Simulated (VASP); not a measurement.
# WC (Fm-3m) in VASP: notebook

WC is run at these levels: PBE, r2SCAN, PBE0; tasks: single point.

All numbers are computed with VASP 6.6.1; they aren't measurements. Logs are shortened: lines on timing, memory, paths and dates and some standing lists are left out, and cuts for length are marked.

**1. The cell of the first run**

Symmetry: Fm-3m, No. 225, cubic system. The conventional cell has a = 4.385 Å, b = 4.385 Å, c = 4.385 Å, α = 90.00°, β = 90.00°, γ = 90.00°. Within 2.9 Å of W (site symmetry m-3m) lie 6 C at 2.19 Å. C (site symmetry m-3m) has 6 W at 2.19 Å within 2.9 Å.

**2. Single point, PBE**

The input, INCAR:

```
SYSTEM = WC
  PREC = Accurate
  ENCUT = 600
  EDIFF = 1E-6
  ISMEAR = 0
  SIGMA = 0.027000000000000003
  LREAL = .False.
  LASPH = .True.
  NELM = 120
  ALGO = Normal
  ISIF = 2
  LWAVE = .False.
  LCHARG = .True.
  GGA = PE
  LELF = .True.
  LVHAR = .True.
  NBANDS = 16
  GGA_COMPAT = .False.
```

The input, KPOINTS:

```
regular mesh
0
Gamma
  10 10 10
  0 0 0
```

The input, POSCAR:

```
WC
1.0
    0.0000000000      2.1926840000      2.1926840000
    2.1926840000      0.0000000000      2.1926840000
    2.1926840000      2.1926840000      0.0000000000
W C
1 1
Direct
    0.0000000000      0.0000000000      0.0000000000
    0.5000000000      0.5000000000      0.5000000000
```

Potentials or basis: VASP PAW PBE potentials, release 64 (W_sv, C).

The run is started by

```bash
cat potpaw_PBE.64/W_sv/POTCAR potpaw_PBE.64/C/POTCAR > POTCAR
mpirun -np 1 vasp_std > vasp.out
```

OUTCAR:

```text
SYSTEM = WC
   PREC = Accurate
   ENCUT = 600
   EDIFF = 1E-6
   ISMEAR = 0
   LREAL = .False.
   LASPH = .True.
   NELM = 120
   ISIF = 2
   GGA = PE

 ion  position               nearest neighbor table
   1  0.000  0.000  0.000-   2 2.19   2 2.19   2 2.19   2 2.19   2 2.19   2 2.19
   2  0.500  0.500  0.500-   1 2.19   1 2.19   1 2.19   1 2.19   1 2.19   1 2.19

  LATTYP: Found a face centered cubic cell.
 ALAT       =     4.3853680000

  Lattice vectors:

 A1 = (   0.0000000000,   2.1926840000,   2.1926840000)
 A2 = (   2.1926840000,   0.0000000000,   2.1926840000)
 A3 = (   2.1926840000,   2.1926840000,   0.0000000000)

Analysis of symmetry for initial positions (statically):
=====================================================================
 Subroutine PRICEL returns:
 Original cell was already a primitive cell.

 Routine SETGRP: Setting up the symmetry group for a
 face centered cubic supercell.

 Subroutine GETGRP returns: Found 48 space group operations
 (whereof 48 operations were pure point group operations)
 out of a pool of 48 trial point group operations.

The static configuration has the point symmetry O_h .

Analysis of symmetry for dynamics (positions and initial velocities):
=====================================================================
 Subroutine PRICEL returns:
 Original cell was already a primitive cell.

 Routine SETGRP: Setting up the symmetry group for a
 face centered cubic supercell.

 Subroutine GETGRP returns: Found 48 space group operations
 (whereof 48 operations were pure point group operations)
 out of a pool of 48 trial point group operations.

The dynamic configuration has the point symmetry O_h .

 Subroutine INISYM returns: Found 48 space group operations
 (whereof 48 operations are pure point group operations),
 and found     1 'primitive' translations

----------------------------------------------------------------------------------------

                                     Primitive cell

  volume of cell :      21.0842

  direct lattice vectors                    reciprocal lattice vectors
     0.000000000  2.192684000  2.192684000    -0.228031034  0.228031034  0.228031034
     2.192684000  0.000000000  2.192684000     0.228031034 -0.228031034  0.228031034
     2.192684000  2.192684000  0.000000000     0.228031034  0.228031034 -0.228031034

  length of vectors
     3.100923451  3.100923451  3.100923451     0.394961337  0.394961337  0.394961337

  position of ions in fractional coordinates (direct lattice)
     0.000000000  0.000000000  0.000000000
     0.500000000  0.500000000  0.500000000

  ion indices of the primitive-cell ions
   primitive index   ion index
                 1           1
                 2           2

----------------------------------------------------------------------------------------

 KPOINTS: regular mesh

Automatic generation of k-mesh.
 Grid dimensions read from file:
 generate k-points for:   10   10   10

 Generating k-lattice:

  Cartesian coordinates                     Fractional coordinates (reciprocal lattice)
    -0.022803103  0.022803103  0.022803103     0.100000000  0.000000000  0.000000000
     0.022803103 -0.022803103  0.022803103     0.000000000  0.100000000  0.000000000
     0.022803103  0.022803103 -0.022803103     0.000000000  0.000000000  0.100000000

  Length of vectors
     0.039496134  0.039496134  0.039496134

  Shift w.r.t. Gamma in fractional coordinates (k-lattice)
     0.000000000  0.000000000  0.000000000

 Subroutine IBZKPT returns following result:
 ===========================================

 Found     47 irreducible k-points:

 Following reciprocal coordinates:
            Coordinates               Weight
  0.000000  0.000000  0.000000      1.000000
  0.100000  0.000000  0.000000      8.000000
  0.200000  0.000000  0.000000      8.000000
  0.300000  0.000000  0.000000      8.000000
  0.400000  0.000000  0.000000      8.000000
  0.500000  0.000000  0.000000      4.000000
[... 16 lines left out ...]
  0.300000  0.300000  0.000000      6.000000
  0.400000  0.300000  0.000000     24.000000
 [... further k-points ...]
   k-points           NKPTS =     47   k-points in BZ     NKDIM =     47   number of bands    NBANDS=     16
   number of dos      NEDOS =    301   number of ions     NIONS =      2
   total plane-waves  NPLWV =  21952
   dimension x,y,z NGX =    28 NGY =   28 NGZ =   28
   dimension x,y,z NGXF=    56 NGYF=   56 NGZF=   56
   ions per type =               1   1
   NGX,Y,Z   is equivalent  to a cutoff of  15.01, 15.01, 15.01 a.u.
   NGXF,Y,Z  is equivalent  to a cutoff of  30.02, 30.02, 30.02 a.u.
 SYSTEM =  WC
   PREC   = accura    normal or accurate (medium, high low for compatibility)
   ISTART =      0    job   : 0-new  1-cont  2-samecut
   ICHARG =      2    charge: 1-file 2-atom 10-const
   ISPIN  =      1    spin polarized calculation?
   LNONCOLLINEAR =      F non collinear calculations
   LSORBIT =      F    spin-orbit coupling
   LASPH  =      T    aspherical Exc in radial PAW
   ENCUT  =  600.0 eV  44.10 Ry    6.64 a.u.   6.19  6.19  6.19*2*pi/ulx,y,z
   NELM   =    120;   NELMIN=  2; NELMDL= -5     # of ELM steps
   EDIFF  = 0.1E-05   stopping-criterion for ELM
   LREAL  =      F    real-space projection
   EDIFFG = 0.1E-04   stopping-criterion for IOM
   NSW    =      0    number of steps for IOM
   IBRION =     -1    ionic relax: 0-MD 1-quasi-New 2-CG
   NFREE  =      0    steps in history (QN), initial steepest desc. (CG)
   ISIF   =      2    stress and relaxation
   ISYM   =      2    0-nonsym 1-usesym 2-fastsym
   POTIM  = 0.5000    time-step for ionic-motion
   TEBEG  =    0.0;   TEEND  =   0.0 temperature during run
   PSTRESS=    0.0 pullay stress
   NELECT =      18.0000    total number of electrons
   NUPDOWN=      -1.0000    fix difference up-down
   EMIN   =  10.00;   EMAX   =-10.00  energy-range for DOS
   EFERMI =   0.00;   METHOD = LEGACY
   ISMEAR =     0;   SIGMA  =   0.03  broadening in eV -4-tet -1-fermi 0-gaus
   EFERMI_NEDOS =   21; number of points for ismear=-14 and -15
   IALGO  =     38    algorithm
   IMIX   =      4    mixing-type and parameters
     AMIX     =   0.40;   BMIX     =  1.00
     AMIX_MAG =   1.60;   BMIX_MAG =  1.00
  volume/ion in A,a.u.               =      10.54        71.14
  Fermi-wavevector in a.u.,A,eV,Ry     =   1.553029  2.934800 32.815887  2.411900
  Thomas-Fermi vector in A             =   2.657319
   LORBIT       =      0    0 simple, 1 ext, 2 COOP (PROOUT), +10 PAW based schemes
   GGA     = PE    functional components
   LHFCALC =     F    Hartree Fock is set to
   AEXX    =    0.0000 exact exchange contribution
   IVDW    =     0    specifies the selected vdW correction
   LEPSILON=     F    determine dielectric tensor
   LRPA    =     F    only Hartree local field effects (RPA)
 non-spin polarized calculation
 Gauss-broadening in eV      SIGMA  =   0.03
  energy-cutoff  :      600.00
  volume of cell :       21.08
 maximum number of plane-waves:       725
 NGX is ok and might be reduce to    28
   NGX = 13   NGY = 13   NGZ = 13

 number of electron      18.0000001 magnetization

 Free energy of the ion-electron system (eV)
  ---------------------------------------------------
  ext. energy  EPLUGINS =         0.00000000
  ---------------------------------------------------
  free energy    TOTEN  =       -21.56939749 eV

  energy without entropy =      -21.56866858  energy(sigma->0) =      -21.56903303

 E-fermi :  12.4885     XC(G=0): -13.7145

 val. band max:       12.3568713710   @ k =   0.3000   0.2000   0.1000
 cond. band min:      12.4915294597   @ k =  -0.1000   0.1000   0.0000
 fundamental gap:      0.1346580887
 Fermi energy:        12.4885282565

 k-point     1 :       0.0000    0.0000    0.0000
  band No.  band energies     occupation
      1     -63.0348      2.00000
      2     -27.0286      2.00000
      3     -27.0286      2.00000
      4     -27.0286      2.00000
      5      -3.4037      2.00000
      6       9.6591      2.00000
[... 8 lines left out ...]
     15      22.0846      0.00000
     16      35.5825      0.00000

 k-point     2 :       0.1000    0.0000    0.0000
  band No.  band energies     occupation
      1     -63.0312      2.00000
      2     -27.0869      2.00000
      3     -27.0349      2.00000
      4     -27.0349      2.00000
      5      -3.1250      2.00000
      6       8.7438      2.00000
[... 8 lines left out ...]
     15      22.7287      0.00000
     16      33.0051      0.00000

 k-point     3 :       0.2000    0.0000    0.0000
  band No.  band energies     occupation
      1     -63.0220      2.00000
      2     -27.2367      2.00000
      3     -27.0512      2.00000
      4     -27.0512      2.00000
      5      -2.3373      2.00000
      6       7.0758      2.00000
[... 8 lines left out ...]
     15      24.1376      0.00000
     16      30.1249      0.00000

 k-point     4 :       0.3000    0.0000    0.0000
  band No.  band energies     occupation
      1     -63.0107      2.00000
      2     -27.4171      2.00000
      3     -27.0713      2.00000
      4     -27.0713      2.00000
      5      -1.1700      2.00000
      6       5.3247      2.00000
[... 8 lines left out ...]
     15      24.9194      0.00000
     16      27.8979      0.00000

 k-point     5 :       0.4000    0.0000    0.0000
  band No.  band energies     occupation
      1     -63.0015      2.00000
      2     -27.5592      2.00000
      3     -27.0874      2.00000
      4     -27.0874      2.00000
      5       0.1911      2.00000
      6       3.6846      2.00000
[... 8 lines left out ...]
     15      25.3311      0.00000
     16      25.3311      0.00000

 k-point     6 :       0.5000    0.0000    0.0000
  band No.  band energies     occupation
      1     -62.9980      2.00000
      2     -27.6127      2.00000
      3     -27.0936      2.00000
      4     -27.0936      2.00000
      5       1.1869      2.00000
      6       2.6132      2.00000
[... 8 lines left out ...]
     15      24.1828      0.00000
     16      24.1828      0.00000

 k-point     7 :       0.1000    0.1000    0.0000
  band No.  band energies     occupation
      1     -63.0300      2.00000
      2     -27.0828      2.00000
      3     -27.0486      2.00000
      4     -27.0486      2.00000
      5      -3.0397      2.00000
      6       8.3753      2.00000
[... 8 lines left out ...]
     15      22.9489      0.00000
     16      32.9041      0.00000

 k-point     8 :       0.2000    0.1000    0.0000
  band No.  band energies     occupation
      1     -63.0227      2.00000
      2     -27.1941      2.00000
      3     -27.0710      2.00000
      4     -27.0599      2.00000
      5      -2.4467      2.00000
      6       6.9458      2.00000
[... 8 lines left out ...]
     15      24.1704      0.00000
     16      29.9251      0.00000

 k-point     9 :       0.3000    0.1000    0.0000
  band No.  band energies     occupation
      1     -63.0121      2.00000
      2     -27.3593      2.00000
      3     -27.0934      2.00000
      4     -27.0797      2.00000
      5      -1.4556      2.00000
      6       5.5549      2.00000
[... 8 lines left out ...]
     15      24.9723      0.00000
     16      27.8920      0.00000
[... 172 lines left out ...]
 k-point    19 :       0.5000    0.2000    0.0000
  band No.  band energies     occupation
      1     -62.9936      2.00000
      2     -27.5297      2.00000
      3     -27.2103      2.00000
      4     -27.1435      2.00000
      5       0.1273      2.00000
      6       4.0520      2.00000
[... 8 lines left out ...]
     15      23.5760      0.00000
     16      26.4377      0.00000

 k-point    20 :      -0.4000    0.2000    0.0000
  band No.  band energies     occupation
      1     -62.9929      2.00000
      2     -27.5327      2.00000
      3     -27.2413      2.00000
      4     -27.1239      2.00000
      5       0.4735      2.00000
      6       3.6692      2.00000
[... 8 lines left out ...]
     15      24.5799      0.00000
     16      25.4352      0.00000

 k-point    21 :      -0.3000    0.2000    0.0000
  band No.  band energies     occupation
      1     -62.9979      2.00000
      2     -27.4722      2.00000
      3     -27.2383      2.00000
      4     -27.0942      2.00000
      5       0.0010      2.00000
      6       4.0847      2.00000
[... 8 lines left out ...]
     15      24.8145      0.00000
     16      25.4841      0.00000

 k-point    22 :      -0.2000    0.2000    0.0000
  band No.  band energies     occupation
      1     -63.0067      2.00000
      2     -27.3851      2.00000
      3     -27.1869      2.00000
      4     -27.0656      2.00000
      5      -0.9257      2.00000
      6       5.0914      2.00000
[... 8 lines left out ...]
     15      25.1308      0.00000
     16      25.7510      0.00000

 k-point    23 :       0.3000    0.3000    0.0000
  band No.  band energies     occupation
      1     -63.0026      2.00000
      2     -27.3823      2.00000
      3     -27.1652      2.00000
      4     -27.1652      2.00000
      5      -1.2805      2.00000
      6       5.2167      2.00000
[... 8 lines left out ...]
     15      24.9440      0.00000
     16      27.8742      0.00000

 k-point    24 :       0.4000    0.3000    0.0000
  band No.  band energies     occupation
      1     -62.9953      2.00000
      2     -27.4580      2.00000
      3     -27.2051      2.00000
      4     -27.1874      2.00000
      5      -0.9622      2.00000
      6       5.3420      2.00000
[... 8 lines left out ...]
     15      24.1300      0.00000
     16      27.7965      0.00000

 [... further k-points ...]

------------------------ aborting loop because EDIFF is reached ----------------------------------------

  FORCE on cell =-STRESS in cart. coord.  units (eV):
  Direction    XX          YY          ZZ          XY          YZ          ZX
  --------------------------------------------------------------------------------------
  -------------------------------------------------------------------------------------
  Total       -0.0935660     -0.0935660     -0.0935660      0.0000000      0.0000000      0.0000000
  in kB       -7.1100136     -7.1100136     -7.1100136      0.0000000      0.0000000      0.0000000
  external PRESSURE =      -7.1100136 kB  Pullay stress =       0.0000000 kB

 VOLUME and BASIS-vectors are now :
 -----------------------------------------------------------------------------
  energy-cutoff  :      600.00
  volume of cell :       21.08
      direct lattice vectors                 reciprocal lattice vectors
     0.000000000  2.192684000  2.192684000    -0.228031034  0.228031034  0.228031034
     2.192684000  0.000000000  2.192684000     0.228031034 -0.228031034  0.228031034
     2.192684000  2.192684000  0.000000000     0.228031034  0.228031034 -0.228031034

 POSITION                                       TOTAL-FORCE (eV/Angst)
 -----------------------------------------------------------------------------------
      0.00000      0.00000      0.00000        -0.000000     -0.000000     -0.000000
      2.19268      2.19268      2.19268         0.000000      0.000000      0.000000
 -----------------------------------------------------------------------------------
    total drift:                               -0.000000      0.000000      0.000000

  FREE ENERGIE OF THE ION-ELECTRON SYSTEM (eV)
  ---------------------------------------------------
  free  energy   TOTEN  =       -21.5693974888 eV

  energy  without entropy=      -21.5686685799  energy(sigma->0) =      -21.56903303
```

Wall time 20 s (1 thread of AMD EPYC 7R43 (Zen 3), shared host); peak memory 0.13 GiB.

Results:

- Free energy: -21.5694 eV
- Pressure: -0.7 GPa
- Band gap on the k mesh: zero (bands 9 and 10 overlap by 3.18 eV)

Caveat: spin-orbit coupling is left out, which moves the levels of the heavy elements.

**3. Single point, PBE**

The input, INCAR:

```
SYSTEM = WC
  PREC = Accurate
  ENCUT = 600
  EDIFF = 1E-6
  ISMEAR = 0
  SIGMA = 0.028000000000000004
  LREAL = .FALSE.
  LASPH = .TRUE.
  NELM = 120
  ALGO = Normal
  ISIF = 2
  LWAVE = .FALSE.
  LCHARG = .FALSE.
  GGA = PE
  NBANDS = 16
  GGA_COMPAT = .FALSE.
```

The input, KPOINTS:

```
regular mesh
0
G
  10 10 10
  0 0 0
```

POSCAR is that of step 2.

Potentials or basis: VASP PAW PBE potentials, release 64 (W_sv, C).

The run is started by

```bash
cat potpaw_PBE.64/W_sv/POTCAR potpaw_PBE.64/C/POTCAR > POTCAR
mpirun -np 1 vasp_std > vasp.out
```

Run time: 19 s. Hardware: 1 thread of AMD EPYC 7R43 (Zen 3), shared host; peak memory 0.14 GiB.

Results (log left out):

```
Free energy            : -21.5694 eV
Pressure               : -0.7 GPa
Band gap on the k mesh : zero (bands 9 and 10 overlap by 3.18 eV)
```

Levels at points of the mesh, in eV from the Fermi level:
```tsv
k point	band 5	band 6	band 7	band 8	band 9	band 10	band 11	band 12	band 13	band 14
(0.00, 0.00, 0.00)	-15.89	-2.83	-2.83	-2.83	-1.15	-1.15	-1.15	-1.04	-1.04	6.40
(0.50, 0.00, 0.00)	-11.30	-9.87	-6.66	-6.66	0.96	0.96	2.24	4.84	8.69	8.69
(0.50, 0.50, 0.00)	-13.68	-5.85	-5.68	-2.59	-2.59	0.77	2.18	2.18	5.35	7.18
```

Caveat: spin-orbit coupling is left out, which moves the levels of the heavy elements.

**4. Single point, r2SCAN, non-collinear spin, zero start, spin-orbit coupling**

POSCAR is that of step 3.

The input, INCAR.step1:

```
SYSTEM = WC
PREC = Accurate
ENCUT = 660
ISMEAR = -1
SIGMA = 0.05
LREAL = .False.
LASPH = .True.
NELM = 200
MAGMOM = 0 0 0 0 0 0
LSORBIT = .True.
GGA_COMPAT = .False.
LMAXMIX = 4
NBANDS = 30
GGA = PE
ALGO = Normal
EDIFF = 1E-5
LWAVE = .True.
LCHARG = .False.
```

The input, INCAR.step2:

```
SYSTEM = WC
PREC = Accurate
ENCUT = 660
EDIFF = 1E-6
ISMEAR = -1
SIGMA = 0.05
LREAL = .False.
LASPH = .True.
NELM = 200
ALGO = Normal
ISIF = 2
LWAVE = .False.
LCHARG = .False.
MAGMOM = 0 0 0 0 0 0
LORBIT = 11
LSORBIT = .True.
GGA_COMPAT = .False.
LORBMOM = .True.
LMAXMIX = 4
METAGGA = R2SCAN
LMIXTAU = .True.
NBANDS = 30
ISTART = 1
```

The input, KPOINTS:

```
Automatic mesh
0
Gamma
  7 7 7
  0 0 0
```

The run is started by

```bash
cat potpaw_PBE.64/W_sv/POTCAR potpaw_PBE.64/C/POTCAR > POTCAR
cp INCAR.step1 INCAR
mpirun -np 1 vasp_ncl > vasp.out
cp INCAR.step2 INCAR
mpirun -np 1 vasp_ncl > vasp.out
```

Run time: 4 min. Hardware: 1 thread of AMD EPYC 7R43 (Zen 3), shared host; peak memory 0.26 GiB.

The run converged. Its results:

* Free energy: -61.3752 eV
* Pressure: -3.0 GPa
* Net moment: 0.00 μB per cell
* Valence electrons inside the program's atomic spheres: W 12.04; C 2.45

Moments on the atoms (μB; x, y, z):
```
W   0.00 0.00 0.00
C   0.00 0.00 0.00
```

Caveat: the cell stands under tension; the PAW data sets were made with another functional, which shifts forces and pressure a little.

(Part 1 of 2 ends here.)
